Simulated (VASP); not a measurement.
Set up this calculation in VASP 6.6.1, as the native input.

```
Task                   : single point
Functional             : PBE
Potentials or basis    : VASP PAW PBE potentials, release 64 (Ba_sv, Ti_sv, O)
Cutoff                 : 520 eV
k mesh                 : 6 × 6 × 6
Occupations            : gaussian, width 0.1 eV
Spin                   : collinear spin
Starting moments       : [0.0, 1.0, 0.0, 0.0, 0.0] μB
Dipole correction      : no
Further INCAR settings : ALGO = Normal; EDIFF = 1e-06; NBANDS = 32
```

The structure of BaTiO3 lies in POSCAR:

```
BaTiO3
1.0
    2.8276682000      1.6325550000      2.3177316200
   -2.8276682000      1.6325550000      2.3177316200
    0.0000000000     -3.2651099900      2.3177316200
Ba Ti O
1 1 3
Direct
    0.0000000000      0.0000000000      0.0000000000
    0.5140000000      0.5140000000      0.5140000000
    0.4916000100      0.4916000100      0.9815000300
    0.4916000100      0.9815000300      0.4916000100
    0.9815000300      0.4916000100      0.4916000100
```

The input as run:

INCAR

```
  PREC = Accurate
  ENCUT = 520
  EDIFF = 1E-6
  ISMEAR = 0
  SIGMA = 0.1
  LREAL = False
  LASPH = True
  NELM = 150
  ALGO = Normal
  ISIF = 2
  LWAVE = False
  LCHARG = False
  ISPIN = 2
  MAGMOM = 0 1 0 0 0
  LORBIT = 11
  LMAXMIX = 4
  GGA = PE
  NBANDS = 32
```

KPOINTS

```
Automatic mesh
0
Gamma
  6 6 6
```

Potentials or basis: VASP PAW PBE potentials, release 64 (Ba_sv, Ti_sv, O).

Run with:

```sh
$ cat potpaw_PBE.64/Ba_sv/POTCAR potpaw_PBE.64/Ti_sv/POTCAR potpaw_PBE.64/O/POTCAR > POTCAR
$ mpirun -np 1 vasp_std > vasp.out
```

Results of the run:

The pressure is 6.8 GPa, the largest force is 0.213 eV/Å and the band gap on the k mesh is 2.35 eV (least direct gap 2.74 eV). The net moment is 0.00 μB per cell and the valence electrons inside the program's atomic spheres are Ba 7.99; Ti 10.29; O 5.04.

Caveat: the cell stands under pressure; spin-orbit coupling is left out, which moves the levels of the heavy elements.

Run time: 54 s on 1 thread of Intel(R) Xeon(R) 6975P-C (Granite Rapids), on a shared host, peak memory 0.25 GiB.
